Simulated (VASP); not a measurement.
**Be2H3: single point with PBE**

Crystal: Be2H3.

```xyz
10
Lattice="3.8935 -0.0015 -0.0018 1.8955 3.6055 -0.0026 1.8536 0.2515 5.5382" Properties=species:S:1:pos:R:3 pbc="T T T"
Be    5.5694    0.8809    5.4751
Be    5.4895    1.9490    3.5067
Be    3.5044    0.9214    4.1778
Be    1.5112    1.7389    0.9582
H     2.0424    2.9162    0.3729
H     2.0855    1.4566    2.2452
H     4.0426    2.0252    3.4608
H     2.2051    0.6464    0.0859
H     5.8872    3.3372    3.5673
H     4.0013    1.4778    1.0514
```

| Property | Result |
| --- | --- |
| Program | VASP 6.6.1 |
| Task | single point |
| Functional | PBE |
| Potentials or basis | VASP PAW PBE potentials, release 64 (Be, H) |
| Cutoff | 520 eV |
| k mesh | 8 × 8 × 6 |
| Occupations | gaussian, width 0.02 eV |
| Spin | no spin polarisation |

```yaml
Pressure: -0.1 GPa
Largest_force: 0.013 eV/Å
Band_gap_on_the_k_mesh: 1.80 eV (least direct gap 2.10 eV)
```

Forces on the atoms (eV/Å):
```
Be   0.002  0.000 -0.013
Be   0.005 -0.005  0.005
Be  -0.006  0.000  0.009
Be  -0.006  0.003 -0.002
H    0.006 -0.002  0.001
H    0.007 -0.004  0.000
H   -0.005  0.007 -0.005
H   -0.001 -0.003 -0.001
H    0.004  0.000 -0.003
H   -0.005  0.005  0.008
```

Levels at points of the mesh, in eV from the valence-band top:
| k point | band 5 | band 6 | band 7 | band 8 | band 9 | band 10 |
| --- | --- | --- | --- | --- | --- | --- |
| (0.00, 0.00, 0.00) | -2.67 | -2.14 | -0.29 | 2.75 | 3.10 | 4.35 |
| (0.50, 0.00, 0.00) | -3.80 | -3.42 | -1.78 | 3.10 | 3.26 | 4.48 |
| (0.00, 0.50, 0.00) | -4.39 | -3.05 | -0.89 | 2.01 | 2.17 | 3.98 |
| (0.50, 0.50, 0.00) | -3.99 | -3.68 | -1.58 | 3.81 | 4.26 | 4.57 |
| (0.00, 0.00, 0.50) | -2.81 | -2.21 | 0.00 | 2.23 | 3.52 | 3.67 |
| (0.50, 0.00, 0.50) | -4.03 | -3.33 | -1.25 | 3.60 | 3.70 | 4.20 |
| (0.00, 0.50, 0.50) | -3.44 | -2.53 | -0.30 | 1.80 | 3.35 | 4.70 |
| (0.50, 0.50, 0.50) | -3.89 | -3.53 | -1.46 | 3.02 | 3.47 | 4.07 |

Wall time 110 s on 1 thread of Intel(R) Xeon(R) 6975P-C (Granite Rapids) (shared host), peak memory 0.33 GiB.

A k mesh can miss the band edges.
